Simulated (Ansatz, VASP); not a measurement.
One calculation of GaSb, two programs

The input INCAR:

```
SYSTEM = GaSb
PREC     = Accurate       ! precision mode
ENCUT    = 520            ! plane-wave cutoff, eV
EDIFF    = 1E-6           ! SCF threshold, eV
ISMEAR   = 0              ! smearing method
SIGMA    = 0.15           ! smearing width, eV
LREAL    = .FALSE.        ! projectors in reciprocal space
LASPH    = .TRUE.         ! aspherical terms in the spheres
NELM     = 100            ! most SCF steps
ALGO     = Normal         ! electronic algorithm
ISIF     = 2              ! what is computed and relaxed
LWAVE    = .FALSE.        ! write WAVECAR
LCHARG   = .FALSE.        ! write CHGCAR
GGA      = PE             ! functional
NBANDS   = 16             ! bands
```

KPOINTS

```
regular mesh
0
G
  22 22 22
  0 0 0
```

Contents of POSCAR:

```
GaSb
1.0
   -2.8694490434      2.8694490434      1.5810862690
    2.8694490434     -2.8694490434      1.5810862690
    2.8694490434      2.8694490434     -1.5810862690
Ga Sb
1 1
Direct
    0.2500000000      0.7500000000      0.5000000000
    0.0000000000      0.0000000000      0.0000000000
```

Input for Ansatz:

```yaml
crystal:
  lattice:
    - [-2.8694490434, 2.8694490434, 1.581086269]
    - [2.8694490434, -2.8694490434, 1.581086269]
    - [2.8694490434, 2.8694490434, -1.581086269]
  atoms:
    - { symbol: Ga, position: [0.25, 0.75, 0.5] }
    - { symbol: Sb, position: [0.0, 0.0, 0.0] }
basis:
  ecutwfc: 420
kpoints:
  mp_grid: { grid: [22, 22, 22] }
hamiltonian:
  xc: pbe
scf:
  occupations: { method: gaussian, width: 0.15 }
output:
  forces: true
  stress: true
  eigenvalues: true
  write_density: true
  write_potential: true
  elf: true
  volumetric_format: npy
```

Change from the starting cell: strain +0.0375 x Voigt [1, 1, 0, 0, 0, 0], atoms carried along.

Alike in both runs: task single point; functional PBE; k mesh 22 × 22 × 22; occupations gaussian, width 0.15 eV; no spin polarisation.

|  | VASP | Ansatz |
| --- | --- | --- |
| version | VASP 6.6.1 | Ansatz 0.2.0 |
| potentials or method | VASP PAW PBE potentials, release 64 (Ga_d, Sb), cutoff 520 eV | scalar-relativistic, plane waves, PAW |
| valence electrons in the cell | 18 | 28 |

```csv
,VASP,Ansatz,Ansatz less VASP
gap on the k mesh at the Fermi level (eV),none,none,-
pressure (GPa),-3.2,-3.2,+0.04
"traceless stress, the component that is largest in VASP (GPa)",0.92,0.94,+0.018
```

A gap of «none» marks a metal or a gap that the smearing closes. VASP's potentials hold 18 valence electrons a cell and Ansatz's 28, so a difference there can come from the potentials and not from the codes.

Neither program's run includes spin-orbit coupling.
